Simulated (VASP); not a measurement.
# TiB (I-4m2) in VASP: single point with r2SCAN

Aim: the single point of TiB with r2SCAN.

All numbers are computed with VASP 6.6.1; they aren't measurements. Logs are shortened: lines on timing, memory, paths and dates and some standing lists are left out, and cuts for length are marked.

**1. The cell of the first run**

The structure is tetragonal, space group I-4m2 (No. 119). The conventional cell has a = 3.046 Å, b = 3.046 Å, c = 3.992 Å, α = 90.00°, β = 90.00°, γ = 90.00°. Within 2.4 Å of Ti (site symmetry -4m2) lie 4 B at 1.82 Å. B (site symmetry -4m2) has 4 Ti at 1.82 Å within 2.4 Å.

**2. Single point, r2SCAN (strain +0.025 along x and y, -0.050 along z)**

Input file POSCAR:

```
TiB
1.0
    0.0000000000      2.1535250000      1.9959500000
    2.1535250000      0.0000000000      1.9959500000
    2.1535250000      2.1535250000      0.0000000000
Ti B
1 1
Direct
    0.7500000000      0.7500000000      0.7500000000
    0.0000000000      0.0000000000      0.0000000000
```

Input file INCAR.step1:

```
  PREC = Accurate
  ENCUT = 520
  ISMEAR = 0
  SIGMA = 0.15
  LREAL = F
  LASPH = T
  NELM = 100
  NBANDS = 14
  GGA = PE
  ALGO = Normal
  EDIFF = 1E-4
  LWAVE = T
  LCHARG = F
```

Input file INCAR.step2:

```
  PREC = Accurate
  ENCUT = 520
  EDIFF = 1E-6
  ISMEAR = 0
  SIGMA = 0.15
  LREAL = F
  LASPH = T
  NELM = 100
  ALGO = Normal
  ISIF = 2
  LWAVE = F
  LCHARG = T
  METAGGA = R2SCAN
  LMIXTAU = T
  LELF = T
  LVHAR = T
  NBANDS = 14
  ISTART = 1
```

Input file KPOINTS:

```
regular mesh
0
Gamma
  20 20 20
```

Potentials or basis: VASP PAW PBE potentials, release 64 (Ti_sv, B).

Started as:

```console
cat potpaw_PBE.64/Ti_sv/POTCAR potpaw_PBE.64/B/POTCAR > POTCAR
cp INCAR.step1 INCAR
mpirun -np 1 vasp_std > vasp.out
cp INCAR.step2 INCAR
mpirun -np 1 vasp_std > vasp.out
```

OUTCAR:

```text
PREC = Accurate
   ENCUT = 520
   EDIFF = 1E-6
   ISMEAR = 0
   LREAL = F
   LASPH = T
   NELM = 100
   ISIF = 2
   METAGGA = R2SCAN
   ISTART = 1

 ion  position               nearest neighbor table
   1  0.750  0.750  0.750-   2 1.82   2 1.82   2 1.82   2 1.82
   2  0.000  0.000  0.000-   1 1.82   1 1.82   1 1.82   1 1.82

  LATTYP: Found a body centered tetragonal cell.
 ALAT       =     3.0455442619
 C/A-ratio  =     1.3107345212

  Lattice vectors:

 A1 = (   0.0000000000,  -2.1535250000,  -1.9959500000)
 A2 = (   0.0000000000,   2.1535250000,  -1.9959500000)
 A3 = (   2.1535250000,   0.0000000000,   1.9959500000)

Analysis of symmetry for initial positions (statically):
=====================================================================
 Subroutine PRICEL returns:
 Original cell was already a primitive cell.

 Routine SETGRP: Setting up the symmetry group for a
 body centered tetragonal supercell.

 Subroutine GETGRP returns: Found  8 space group operations
 (whereof  8 operations were pure point group operations)
 out of a pool of 16 trial point group operations.

The static configuration has the point symmetry D_2d.

Analysis of symmetry for dynamics (positions and initial velocities):
=====================================================================
 Subroutine PRICEL returns:
 Original cell was already a primitive cell.

 Routine SETGRP: Setting up the symmetry group for a
 body centered tetragonal supercell.

 Subroutine GETGRP returns: Found  8 space group operations
 (whereof  8 operations were pure point group operations)
 out of a pool of 16 trial point group operations.

The dynamic configuration has the point symmetry D_2d.

 Subroutine INISYM returns: Found  8 space group operations
 (whereof  8 operations are pure point group operations),
 and found     1 'primitive' translations

----------------------------------------------------------------------------------------

                                     Primitive cell

  volume of cell :      18.5131

  direct lattice vectors                    reciprocal lattice vectors
     0.000000000  2.153525000  1.995950000    -0.232177476  0.232177476  0.250507277
     2.153525000  0.000000000  1.995950000     0.232177476 -0.232177476  0.250507277
     2.153525000  2.153525000  0.000000000     0.232177476  0.232177476 -0.250507277

  length of vectors
     2.936236763  2.936236763  3.045544262     0.412997164  0.412997164  0.412997164

  position of ions in fractional coordinates (direct lattice)
     0.750000000  0.750000000  0.750000000
     0.000000000  0.000000000  0.000000000

  ion indices of the primitive-cell ions
   primitive index   ion index
                 1           1
                 2           2

----------------------------------------------------------------------------------------

 KPOINTS: regular mesh

Automatic generation of k-mesh.
 Grid dimensions read from file:
 generate k-points for:   20   20   20

 Generating k-lattice:

  Cartesian coordinates                     Fractional coordinates (reciprocal lattice)
    -0.011608874  0.011608874  0.012525364     0.050000000  0.000000000  0.000000000
     0.011608874 -0.011608874  0.012525364     0.000000000  0.050000000  0.000000000
     0.011608874  0.011608874 -0.012525364     0.000000000  0.000000000  0.050000000

  Length of vectors
     0.020649858  0.020649858  0.020649858

  Shift w.r.t. Gamma in fractional coordinates (k-lattice)
     0.000000000  0.000000000  0.000000000

 Subroutine IBZKPT returns following result:
 ===========================================

 Found    641 irreducible k-points:

 Following reciprocal coordinates:
            Coordinates               Weight
  0.000000  0.000000  0.000000      1.000000
  0.050000  0.000000  0.000000      8.000000
  0.100000  0.000000  0.000000      8.000000
  0.150000  0.000000  0.000000      8.000000
  0.200000  0.000000  0.000000      8.000000
  0.250000  0.000000  0.000000      8.000000
[... 16 lines left out ...]
 -0.400000  0.050000  0.000000      8.000000
 -0.350000  0.050000  0.000000      8.000000
 [... further k-points ...]
   k-points           NKPTS =    641   k-points in BZ     NKDIM =    641   number of bands    NBANDS=     14
   number of dos      NEDOS =    301   number of ions     NIONS =      2
   total plane-waves  NPLWV =  13824
   dimension x,y,z NGX =    24 NGY =   24 NGZ =   24
   dimension x,y,z NGXF=    48 NGYF=   48 NGZF=   48
   ions per type =               1   1
   NGX,Y,Z   is equivalent  to a cutoff of  13.59, 13.59, 13.10 a.u.
   NGXF,Y,Z  is equivalent  to a cutoff of  27.18, 27.18, 26.20 a.u.
 SYSTEM =  unknown system
   PREC   = accura    normal or accurate (medium, high low for compatibility)
   ISTART =      1    job   : 0-new  1-cont  2-samecut
   ICHARG =      0    charge: 1-file 2-atom 10-const
   ISPIN  =      1    spin polarized calculation?
   LNONCOLLINEAR =      F non collinear calculations
   LSORBIT =      F    spin-orbit coupling
   LASPH  =      T    aspherical Exc in radial PAW
   ENCUT  =  520.0 eV  38.22 Ry    6.18 a.u.   5.46  5.46  5.66*2*pi/ulx,y,z
   NELM   =    100;   NELMIN=  2; NELMDL=  0     # of ELM steps
   EDIFF  = 0.1E-05   stopping-criterion for ELM
   LREAL  =      F    real-space projection
   EDIFFG = 0.1E-04   stopping-criterion for IOM
   NSW    =      0    number of steps for IOM
   IBRION =     -1    ionic relax: 0-MD 1-quasi-New 2-CG
   NFREE  =      0    steps in history (QN), initial steepest desc. (CG)
   ISIF   =      2    stress and relaxation
   ISYM   =      2    0-nonsym 1-usesym 2-fastsym
   POTIM  = 0.5000    time-step for ionic-motion
   TEBEG  =    0.0;   TEEND  =   0.0 temperature during run
   PSTRESS=    0.0 pullay stress
   NELECT =      15.0000    total number of electrons
   NUPDOWN=      -1.0000    fix difference up-down
   EMIN   =  10.00;   EMAX   =-10.00  energy-range for DOS
   EFERMI =   0.00;   METHOD = LEGACY
   ISMEAR =     0;   SIGMA  =   0.15  broadening in eV -4-tet -1-fermi 0-gaus
   EFERMI_NEDOS =   21; number of points for ismear=-14 and -15
   IALGO  =     38    algorithm
   IMIX   =      4    mixing-type and parameters
     AMIX     =   0.40;   BMIX     =  1.00
     AMIX_MAG =   1.60;   BMIX_MAG =  1.00
  volume/ion in A,a.u.               =       9.26        62.47
  Fermi-wavevector in a.u.,A,eV,Ry     =   1.526202  2.884104 31.691959  2.329293
  Thomas-Fermi vector in A             =   2.634268
   LORBIT       =      0    0 simple, 1 ext, 2 COOP (PROOUT), +10 PAW based schemes
   METAGGA = R2SCAN    functional components
   LHFCALC =     F    Hartree Fock is set to
   AEXX    =    0.0000 exact exchange contribution
   IVDW    =     0    specifies the selected vdW correction
   LEPSILON=     F    determine dielectric tensor
   LRPA    =     F    only Hartree local field effects (RPA)
 non-spin polarized calculation
 Gauss-broadening in eV      SIGMA  =   0.15
  energy-cutoff  :      520.00
  volume of cell :       18.51
 maximum number of plane-waves:       519
 NGX is ok and might be reduce to    24
   NGX = 11   NGY = 11   NGZ = 11

 number of electron      14.9999998 magnetization

 Free energy of the ion-electron system (eV)
  ---------------------------------------------------
  ext. energy  EPLUGINS =         0.00000000
  ---------------------------------------------------
  free energy    TOTEN  =       -15.80482785 eV

  energy without entropy =      -15.79545217  energy(sigma->0) =      -15.80014001

 E-fermi :   9.4080     XC(G=0): -13.6912

 val. band max:        9.4071728995   @ k =   0.3500   0.0000   0.2500
 cond. band min:       9.4101056844   @ k =  -0.3500   0.1000   0.2500
 fundamental gap:      0.0029327849
 Fermi energy:         9.4079538284

 k-point     1 :       0.0000    0.0000    0.0000
  band No.  band energies     occupation
      1     -47.7181      2.00000
      2     -22.8036      2.00000
      3     -22.8036      2.00000
      4     -22.7407      2.00000
      5      -0.2104      2.00000
      6       7.2305      2.00000
      7       7.2305      2.00000
      8       7.4916      2.00000
      9      12.5147      0.00000
     10      13.3742      0.00000
     11      22.3198      0.00000
     12      22.3198      0.00000
     13      22.3624      0.00000
     14      23.3750      0.00000

 k-point     2 :       0.0500    0.0000    0.0000
  band No.  band energies     occupation
      1     -47.7150      2.00000
      2     -22.8190      2.00000
      3     -22.8076      2.00000
      4     -22.7490      2.00000
      5      -0.1365      2.00000
      6       7.2192      2.00000
      7       7.2600      2.00000
      8       7.5057      2.00000
      9      12.4907      0.00000
     10      13.3348      0.00000
     11      22.1952      0.00000
     12      22.3610      0.00000
     13      22.5182      0.00000
     14      23.2908      0.00000

 k-point     3 :       0.1000    0.0000    0.0000
  band No.  band energies     occupation
      1     -47.7061      2.00000
      2     -22.8727      2.00000
      3     -22.8193      2.00000
      4     -22.7637      2.00000
      5       0.0807      2.00000
      6       7.1556      2.00000
      7       7.3420      2.00000
      8       7.5793      2.00000
      9      12.4346      0.00000
     10      13.2309      0.00000
     11      21.8784      0.00000
     12      22.4552      0.00000
     13      22.7888      0.00000
     14      23.1713      0.00000

 k-point     4 :       0.1500    0.0000    0.0000
  band No.  band energies     occupation
      1     -47.6923      2.00000
      2     -22.9645      2.00000
      3     -22.8374      2.00000
      4     -22.7775      2.00000
      5       0.4276      2.00000
      6       7.0298      2.00000
      7       7.4572      2.00000
      8       7.7263      2.00000
      9      12.3886      0.00000
     10      13.1005      0.00000
     11      21.2588      0.00000
     12      22.5233      0.00000
     13      22.7895      0.00000
     14      23.4731      0.00000

 k-point     5 :       0.2000    0.0000    0.0000
  band No.  band energies     occupation
      1     -47.6747      2.00000
      2     -23.0821      2.00000
      3     -22.8601      2.00000
      4     -22.7914      2.00000
      5       0.8810      2.00000
      6       6.8742      2.00000
      7       7.5771      2.00000
      8       7.9166      2.00000
      9      12.4069      0.00000
     10      12.9930      0.00000
     11      20.3891      0.00000
[... 276 lines left out ...]
 k-point    22 :      -0.4500    0.0500    0.0000
  band No.  band energies     occupation
      1     -47.5917      2.00000
      2     -23.6030      2.00000
      3     -22.9656      2.00000
      4     -22.8657      2.00000
      5       3.2541      2.00000
      6       6.6664      2.00000
      7       7.7632      2.00000
      8       8.4606      2.00000
      9      13.6638      0.00000
     10      13.8573      0.00000
     11      15.7291      0.00000
     12      19.8490      0.00000
     13      20.0369      0.00000
     14      22.6336      0.00000

 k-point    23 :      -0.4000    0.0500    0.0000
  band No.  band energies     occupation
      1     -47.5993      2.00000
      2     -23.5562      2.00000
      3     -22.9528      2.00000
      4     -22.8641      2.00000
      5       3.0364      2.00000
      6       6.6296      2.00000
      7       7.7783      2.00000
      8       8.4482      2.00000
      9      13.4602      0.00000
     10      13.6122      0.00000
     11      16.1206      0.00000
     12      20.0796      0.00000
     13      20.5478      0.00000
     14      22.8307      0.00000

 k-point    24 :      -0.3500    0.0500    0.0000
  band No.  band energies     occupation
      1     -47.6122      2.00000
      2     -23.4760      2.00000
      3     -22.9338      2.00000
      4     -22.8580      2.00000
      5       2.6579      2.00000
      6       6.6104      2.00000
      7       7.7924      2.00000
      8       8.3989      2.00000
      9      13.0014      0.00000
     10      13.4561      0.00000
     11      16.8401      0.00000
     12      20.5330      0.00000
     13      21.1900      0.00000
     14      23.1654      0.00000

 [... further k-points ...]

------------------------ aborting loop because EDIFF is reached ----------------------------------------

  FORCE on cell =-STRESS in cart. coord.  units (eV):
  Direction    XX          YY          ZZ          XY          YZ          ZX
  --------------------------------------------------------------------------------------
  -------------------------------------------------------------------------------------
  Total       14.9481147     14.9481147     12.4393580      0.0000000      0.0000000     -0.0000000
  in kB     1293.6521540   1293.6521540   1076.5372422      0.0000000      0.0000000     -0.0000000
  external PRESSURE =    1221.2805167 kB  Pullay stress =       0.0000000 kB

 VOLUME and BASIS-vectors are now :
 -----------------------------------------------------------------------------
  energy-cutoff  :      520.00
  volume of cell :       18.51
      direct lattice vectors                 reciprocal lattice vectors
     0.000000000  2.153525000  1.995950000    -0.232177476  0.232177476  0.250507277
     2.153525000  0.000000000  1.995950000     0.232177476 -0.232177476  0.250507277
     2.153525000  2.153525000  0.000000000     0.232177476  0.232177476 -0.250507277

 POSITION                                       TOTAL-FORCE (eV/Angst)
 -----------------------------------------------------------------------------------
      3.23029      3.23029      2.99392        -0.000000     -0.000000     -0.000000
      0.00000      0.00000      0.00000         0.000000      0.000000      0.000000
 -----------------------------------------------------------------------------------
    total drift:                                0.000001      0.000001     -0.000001

  FREE ENERGIE OF THE ION-ELECTRON SYSTEM (eV)
  ---------------------------------------------------
  free  energy   TOTEN  =       -15.8048278512 eV

  energy  without entropy=      -15.7954521724  energy(sigma->0) =      -15.80014001
```

It took 11 min on 1 thread of AMD EPYC 7R13, shared host; peak memory 0.29 GiB.

Results:

- Free energy: -15.8048 eV
- Pressure: 122.1 GPa
- Band gap on the k mesh: zero (an odd number of electrons rules out a gap without spin polarisation)

Stress tensor (GPa, compression positive):
```
129.37   0.00   0.00
  0.00 129.37   0.00
  0.00   0.00 107.65
```

Caveat: the cell differs from its parent crystal (strain +0.025 along x and y, -0.050 along z); the stress differs along the axes, from 108 to 129 GPa; the PAW data sets were made with another functional, which shifts forces and pressure a little; an odd number of electrons without spin polarisation forces a metal; a magnetic or distorted state may lie lower.
